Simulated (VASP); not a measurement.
# Mo2Ru3: single point with PBE

The system is Mo2Ru3.

```
Mo Ru
1.0
     2.81797    0.00000    0.00000
    -1.40899    2.44044    0.00000
     0.00000    0.00000   22.12914
Mo Ru
4 6
Cartesian
  0.0000 1.6270 14.3839
  0.0000 1.6270 18.8098
  1.4090 0.8135 3.3194
  1.4090 0.8135 7.7452
  0.0000 1.6270 1.1065
  0.0000 1.6270 5.5323
  0.0000 1.6270 9.9581
  1.4090 0.8135 16.5969
  1.4090 0.8135 21.0227
  1.4090 0.8135 12.1710
```

| Item | Value |
| --- | --- |
| Program | VASP 6.6.1 |
| Task | single point |
| Functional | PBE |
| Potentials or basis | VASP PAW PBE potentials, release 64 (Mo_sv, Ru_pv) |
| Cutoff | 520 eV |
| k mesh | 6 × 6 × 1 |
| Occupations | gaussian, width 0.1 eV |
| Spin | no spin polarisation |
| Dipole correction | no |
| Further INCAR settings | ALGO = Fast; EDIFF = 1e-06; NBANDS = 81 |

```json
{
 "Pressure": "-10.5 GPa",
 "Largest force": "0.578 eV/Å",
 "Band gap on the k mesh": "zero (bands 70 and 71 overlap by 2.07 eV)"
}
```

Forces on the atoms (eV/Å):
```
Mo   0.000  0.000 -0.578
Mo   0.000  0.000  0.578
Mo   0.000  0.000 -0.578
Mo   0.000  0.000  0.578
Ru   0.000  0.000  0.243
Ru   0.000  0.000  0.000
Ru   0.000  0.000 -0.243
Ru   0.000  0.000  0.000
Ru   0.000  0.000 -0.243
Ru   0.000  0.000  0.243
```

Stress tensor (GPa, compression positive):
```
-11.81   0.00   0.00
  0.00 -11.81   0.00
  0.00   0.00  -7.80
```

Levels at points of the mesh, in eV from the Fermi level:
| k point | band 67 | band 68 | band 69 | band 70 | band 71 | band 72 |
| --- | --- | --- | --- | --- | --- | --- |
| (0.00, 0.00, 0.00) | -0.90 | -0.84 | -0.84 | -0.72 | -0.72 | -0.68 |
| (0.50, 0.00, 0.00) | 0.87 | 0.90 | 1.12 | 1.35 | 1.41 | 1.41 |

It took 7.1 min on 1 thread of Intel Xeon 8259CL, on a shared host, peak memory 0.33 GiB.

Caveat: the k points lie up to 0.43 Å⁻¹ apart, too coarse for converged energies and pressures of a metal.
